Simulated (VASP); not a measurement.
# PbO2 (Cmc2_1) in VASP: relaxation of cell and atoms with PBE

Aim: the relaxation of cell and atoms of PbO2 with PBE.

Program: VASP 6.6.1. These are calculated values, not measurements. Logs are shortened: lines on timing, memory, paths and dates and some standing lists are left out, and cuts for length are marked.

**1. The cell of the first run**

It takes space group Cmc2_1 (No. 36, orthorhombic). The conventional cell has a = 5.474 Å, b = 5.646 Å, c = 5.162 Å, α = 90.00°, β = 90.00°, γ = 90.00°. Within 2.8 Å of Pb (site symmetry m) lie 6 O at 2.15 to 2.17 Å. Within 2.9 Å of O (site symmetry 1) lie 3 Pb at 2.15 to 2.17 Å and 6 O at 2.66 to 2.82 Å.

The cell was generated, and may not be a known phase.

**2. Relaxation of cell and atoms, PBE**

The input, INCAR:

```
SYSTEM = PbO2
PREC = Accurate
ENCUT = 600
EDIFF = 1E-6
ISMEAR = 0
SIGMA = 0.1
LREAL = .False.
LASPH = .True.
NELM = 60
ALGO = Normal
ISIF = 3
LWAVE = .False.
LCHARG = .False.
GGA = PE
IBRION = 2
NSW = 90
EDIFFG = -0.04
```

The input, KPOINTS:

```
regular mesh
0
Gamma
  4 4 4
  0 0 0
```

The input, POSCAR:

```
PbO2
1.0
    2.7369261500     -2.8229756900      0.0000000000
    2.7369261500      2.8229756900      0.0000000000
    0.0000000000      0.0000000000      5.1617889000
Pb O
2 4
Direct
    0.6560795200      0.3439204800      0.7856407100
    0.3439204800      0.6560795200      0.2856407100
    0.3572904200      0.1559924700      0.1071215300
    0.6427095800      0.8440075300      0.6071215300
    0.1559924700      0.3572904200      0.6071215300
    0.8440075300      0.6427095800      0.1071215300
```

Potentials or basis: VASP PAW PBE potentials, release 64 (Pb_d, O).

Launch:

```
cat potpaw_PBE.64/Pb_d/POTCAR potpaw_PBE.64/O/POTCAR > POTCAR
mpirun -np 1 vasp_std > vasp.out
```

OUTCAR:

```text
SYSTEM = PbO2
   PREC = Accurate
   ENCUT = 600
   EDIFF = 1E-6
   ISMEAR = 0
   LREAL = .False.
   LASPH = .True.
   NELM = 60
   ISIF = 3
   GGA = PE
   IBRION = 2
   NSW = 90
   EDIFFG = -0.04

 ion  position               nearest neighbor table
   1  0.656  0.344  0.786-   3 2.15   6 2.15   5 2.17   4 2.17   4 2.17   5 2.17   2 3.13   2 3.13
                             2 3.91   2 3.91   2 3.91   2 3.91
   2  0.344  0.656  0.286-   4 2.15   5 2.15   3 2.17   6 2.17   6 2.17   3 2.17   1 3.13   1 3.13
                             1 3.91   1 3.91   1 3.91   1 3.91
   3  0.357  0.156  0.107-   1 2.15   2 2.17   2 2.17
   4  0.643  0.844  0.607-   2 2.15   1 2.17   1 2.17
   5  0.156  0.357  0.607-   2 2.15   1 2.17   1 2.17
   6  0.844  0.643  0.107-   1 2.15   2 2.17   2 2.17

  LATTYP: Found a base centered orthorhombic cell.
 ALAT       =     5.4738523000
 B/A-ratio  =     1.0314402126
 C/A-ratio  =     0.9429901680

  Lattice vectors:

 A1 = (   2.7369261500,  -2.8229756900,   0.0000000000)
 A2 = (   2.7369261500,   2.8229756900,   0.0000000000)
 A3 = (   0.0000000000,   0.0000000000,   5.1617889000)

Analysis of symmetry for initial positions (statically):
=====================================================================
 Subroutine PRICEL returns:
 Original cell was already a primitive cell.

 Routine SETGRP: Setting up the symmetry group for a
 base centered orthorhombic supercell.

 Subroutine GETGRP returns: Found  4 space group operations
 (whereof  2 operations were pure point group operations)
 out of a pool of  8 trial point group operations.

The static configuration has the point symmetry C_1h.
 The point group associated with its full space group is C_2v.

Analysis of symmetry for dynamics (positions and initial velocities):
=====================================================================
 Subroutine PRICEL returns:
 Original cell was already a primitive cell.

 Routine SETGRP: Setting up the symmetry group for a
 base centered orthorhombic supercell.

 Subroutine GETGRP returns: Found  4 space group operations
 (whereof  2 operations were pure point group operations)
 out of a pool of  8 trial point group operations.

The dynamic configuration has the point symmetry C_1h.
 The point group associated with its full space group is C_2v.

 Subroutine INISYM returns: Found  4 space group operations
 (whereof  2 operations are pure point group operations),
 and found     1 'primitive' translations

[... 100 lines left out ...]
   EDIFFG = -.4E-01   stopping-criterion for IOM
   NSW    =     90    number of steps for IOM
   IBRION =      2    ionic relax: 0-MD 1-quasi-New 2-CG
   NFREE  =      1    steps in history (QN), initial steepest desc. (CG)
   ISIF   =      3    stress and relaxation
   ISYM   =      2    0-nonsym 1-usesym 2-fastsym
   POTIM  = 0.5000    time-step for ionic-motion
   TEBEG  =    0.0;   TEEND  =   0.0 temperature during run
   PSTRESS=    0.0 pullay stress
   NELECT =      52.0000    total number of electrons
   NUPDOWN=      -1.0000    fix difference up-down
   EMIN   =  10.00;   EMAX   =-10.00  energy-range for DOS
   EFERMI =   0.00;   METHOD = LEGACY
   ISMEAR =     0;   SIGMA  =   0.10  broadening in eV -4-tet -1-fermi 0-gaus
   EFERMI_NEDOS =   21; number of points for ismear=-14 and -15
   IALGO  =     38    algorithm
   IMIX   =      4    mixing-type and parameters
     AMIX     =   0.40;   BMIX     =  1.00
     AMIX_MAG =   1.60;   BMIX_MAG =  1.00
  volume/ion in A,a.u.               =      13.29        89.71
  Fermi-wavevector in a.u.,A,eV,Ry     =   1.419523  2.682510 27.416363  2.015046
  Thomas-Fermi vector in A             =   2.540535
   LORBIT       =      0    0 simple, 1 ext, 2 COOP (PROOUT), +10 PAW based schemes
   GGA     = PE    functional components
   LHFCALC =     F    Hartree Fock is set to
   AEXX    =    0.0000 exact exchange contribution
   IVDW    =     0    specifies the selected vdW correction
   LEPSILON=     F    determine dielectric tensor
   LRPA    =     F    only Hartree local field effects (RPA)
 conjugate gradient relaxation of ions
 non-spin polarized calculation
 Gauss-broadening in eV      SIGMA  =   0.10
  energy-cutoff  :      600.00
  volume of cell :       79.76
 maximum number of plane-waves:      2680
   NGX = 15   NGY = 15   NGZ = 21

--------------------------------------- Ionic step        1  -------------------------------------------

 number of electron      51.9999964 magnetization

 Free energy of the ion-electron system (eV)
  ---------------------------------------------------
  ext. energy  EPLUGINS =         0.00000000
  ---------------------------------------------------
  free energy    TOTEN  =       -30.26228870 eV

  energy without entropy =      -30.25539427  energy(sigma->0) =      -30.25884149

------------------------ aborting loop because EDIFF is reached ----------------------------------------

  FORCE on cell =-STRESS in cart. coord.  units (eV):
  Direction    XX          YY          ZZ          XY          YZ          ZX
  --------------------------------------------------------------------------------------
  -------------------------------------------------------------------------------------
  Total        4.1694270      7.1456068     10.2231062      0.0000000      0.0000000      0.0000000
  in kB       83.7503263    143.5321683    205.3491937      0.0000000      0.0000000      0.0000000
  external PRESSURE =     144.2105627 kB  Pullay stress =       0.0000000 kB
[... 101 lines left out ...]
  FREE ENERGIE OF THE ION-ELECTRON SYSTEM (eV)
  ---------------------------------------------------
  free  energy   TOTEN  =       -30.7579621451 eV

  energy  without entropy=      -30.7515251225  energy(sigma->0) =      -30.75474363

[... ionic steps 4 to 20 ...]

--------------------------------------- Ionic step       21  -------------------------------------------

 number of electron      52.0000022 magnetization

------------------------ aborting loop because EDIFF is reached ----------------------------------------
[... 75 lines left out ...]
--------------------------------------- Ionic step       23  -------------------------------------------

 number of electron      52.0000023 magnetization

 Free energy of the ion-electron system (eV)
  ---------------------------------------------------
  ext. energy  EPLUGINS =         0.00000000
  ---------------------------------------------------
  free energy    TOTEN  =       -31.24978065 eV

  energy without entropy =      -31.24384600  energy(sigma->0) =      -31.24681333

 E-fermi :   5.5131     XC(G=0): -11.0800

 val. band max:        5.4724795225   @ k =  -0.2500   0.2500   0.0000
 cond. band min:       5.5659041252   @ k =   0.0000   0.0000   0.2500
 fundamental gap:      0.0934246027
 Fermi energy:         5.5131128960

 k-point     1 :       0.0000    0.0000    0.0000
  band No.  band energies     occupation
      1     -13.0087      2.00000
      2     -12.3060      2.00000
      3     -11.5956      2.00000
      4     -10.2804      2.00000
      5     -10.2293      2.00000
      6     -10.2245      2.00000
[... 736 lines left out ...]
  FREE ENERGIE OF THE ION-ELECTRON SYSTEM (eV)
  ---------------------------------------------------
  free  energy   TOTEN  =       -31.2497806486 eV

  energy  without entropy=      -31.2438460037  energy(sigma->0) =      -31.24681333

 reached required accuracy - stopping structural energy minimisation
```

OSZICAR:

```text
N       E                     dE             d eps       ncg     rms          rms(c)
DAV:   1     0.744835374092E+03    0.74484E+03   -0.29175E+04  1302   0.234E+03
[... 224 lines left out ...]
       N       E                     dE             d eps       ncg     rms          rms(c)
DAV:   1    -0.312519786927E+02   -0.26812E-02   -0.12668E-01  1617   0.442E+00    0.314E-01
DAV:   2    -0.312501664059E+02    0.18123E-02   -0.77131E-03  2043   0.101E+00    0.118E-01
DAV:   3    -0.312497822981E+02    0.38411E-03   -0.10072E-03  1691   0.627E-01    0.312E-02
DAV:   4    -0.312497762142E+02    0.60839E-05   -0.16637E-04  2072   0.155E-01    0.107E-02
DAV:   5    -0.312497807756E+02   -0.45614E-05   -0.18535E-05  1938   0.606E-02    0.350E-03
DAV:   6    -0.312497806486E+02    0.12699E-06   -0.14270E-06   963   0.283E-02
  23 F= -.31249781E+02 E0= -.31246813E+02  d E =-.482661E-03
```

It took 26 min on 1 thread of Intel Xeon 8259CL, shared host; peak memory 0.24 GiB.

Results:

```
Free energy                           : -31.2498 eV
Relaxed volume                        : 13.30 Å³/atom
Relaxed cell                          : a = 3.849 Å, b = 3.849 Å, c = 5.386 Å, α = 90.00°, β = 90.00°, γ = 90.40°
Space group after relaxing (to 0.1 Å) : Cmce (No. 64)
Energy gained by relaxing             : 164.6 meV/atom
Ionic steps                           : 23
Pressure after relaxing               : -0.1 GPa
Largest force after relaxing          : 0.019 eV/Å
Band gap on the k mesh                : zero (bands 26 and 27 overlap by 0.12 eV)
```

Forces on the atoms (eV/Å):
```
Pb   0.000 -0.012 -0.001
Pb   0.000  0.012 -0.001
O   -0.001  0.019  0.000
O    0.001 -0.019  0.000
O   -0.001 -0.019  0.000
O    0.001  0.019  0.000
```

The path:
| step | energy change (eV) | largest force (eV/Å) | pressure (GPa) | volume (Å³) |
| --- | --- | --- | --- | --- |
| 1 | 0.0000 | 1.7621 | 14.42 | 79.76 |
| 2 | -0.3592 | 0.5759 | -7.37 | 94.34 |
| 3 | -0.4957 | 0.5640 | -1.60 | 88.70 |
| 4 | -0.5758 | 0.3586 | -0.76 | 88.09 |
| 5 | -0.5845 | 0.3183 | -0.33 | 87.82 |
| 6 | -0.6212 | 0.2755 | -0.09 | 87.25 |
| 7 | -0.7031 | 0.2954 | 0.74 | 85.56 |
| 8 | -0.7414 | 0.9622 | 2.56 | 82.19 |
| 9 | -0.7473 | 0.7483 | 2.02 | 83.06 |
| 10 | -0.7664 | 0.6886 | 1.62 | 83.07 |
| 11 | -0.8109 | 0.5342 | 0.41 | 83.11 |
| 12 | -0.8477 | 0.3227 | -1.71 | 83.18 |
| 13 | -0.8756 | 0.2579 | -1.18 | 82.46 |
| 14 | -0.9287 | 0.3674 | 0.76 | 80.33 |
| 15 | -0.8421 | 0.6689 | 6.96 | 76.13 |
| 16 | -0.9340 | 0.4125 | 1.57 | 79.60 |
| 17 | -0.9657 | 0.2502 | 1.12 | 79.46 |
| 18 | -0.9806 | 0.0768 | 0.90 | 79.25 |
| 19 | -0.9810 | 0.0882 | 0.89 | 79.28 |
| 20 | -0.9867 | 0.0403 | -0.07 | 79.83 |
| 21 | -0.9870 | 0.0263 | -0.37 | 80.01 |
| 22 | -0.9870 | 0.0288 | -0.32 | 79.99 |
| 23 | -0.9875 | 0.0191 | -0.07 | 79.81 |

Final structure:
```xyz
6
Lattice="2.7124 -2.7315 0.0000 2.7124 2.7315 0.0000 0.0000 0.0000 5.3862" Properties=species:S:1:pos:R:3 pbc="T T T"
Pb    2.7124   -1.3626    4.4871
Pb    2.7124    1.3626    1.7940
O     1.3560   -0.1681    0.4492
O     4.0688    0.1681    3.1423
O     1.3560    0.1681    3.1423
O     4.0688   -0.1681    0.4492
```

Levels at points of the mesh, in eV from the Fermi level:
```
           k point  band 23  band 24  band 25  band 26  band 27  band 28  band 29  band 30
(0.00, 0.00, 0.00)    -1.22    -1.18    -0.28    -0.24    -0.16     1.77     5.88     6.56
(0.50, 0.00, 0.00)    -1.26    -1.26    -0.47    -0.47     2.13     2.14     7.19     7.19
(0.50, 0.50, 0.00)    -0.31    -0.22    -0.19    -0.10     1.63     2.09     6.15     6.17
(0.00, 0.00, 0.50)    -0.72    -0.72    -0.58    -0.58     1.05     1.05     5.25     5.25
(0.50, 0.00, 0.50)    -1.49    -1.49    -1.32    -1.32     2.54     2.54     7.01     7.01
(0.50, 0.50, 0.50)    -0.47    -0.47    -0.05    -0.05     2.14     2.14     8.20     8.20
```

Caveat: the k points lie up to 0.41 Å⁻¹ apart in the final cell; semilocal functionals underestimate gaps, and a narrow one can read as zero; spin-orbit coupling is left out, which moves the levels of the heavy elements.

The gap in the log of VASP goes by the Fermi energy; the results here count the filled bands.